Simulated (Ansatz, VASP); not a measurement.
**Two plane-wave programs on Al**

```xyz
1
Lattice="0.0000 2.0240 2.1454 2.0240 0.0000 2.1454 2.0240 2.0240 0.0000" Properties=species:S:1:pos:R:3 pbc="T T T"
Al    0.0000    0.0000    0.0000
```

Change from the starting cell: strain +0.0600 x Voigt [0, 0, 1, 0, 0, 0], atoms carried along.

Alike in both runs: task single point; functional PBEsol; dispersion D3(BJ); k mesh 20 × 20 × 20; occupations gaussian, width 0.15 eV; no spin polarisation.

|  | VASP | Ansatz |
| --- | --- | --- |
| version | VASP 6.6.1 | Ansatz 0.2.0 |
| potentials or method | VASP PAW PBE potentials, release 64 (Al), cutoff 520 eV | scalar-relativistic, plane waves, PAW |
| valence electrons in the cell | 3 | 3 |

```csv
,VASP,Ansatz,Ansatz less VASP
gap on the k mesh at the Fermi level (eV),none,none,-
pressure (GPa),-8.2,-8.3,-0.04
"traceless stress, the component that is largest in VASP (GPa)",-1.51,-1.50,+0.006
```

VASP's potentials were made for PBE, not for PBEsol. A gap of «none» marks a metal or a gap that the smearing closes.
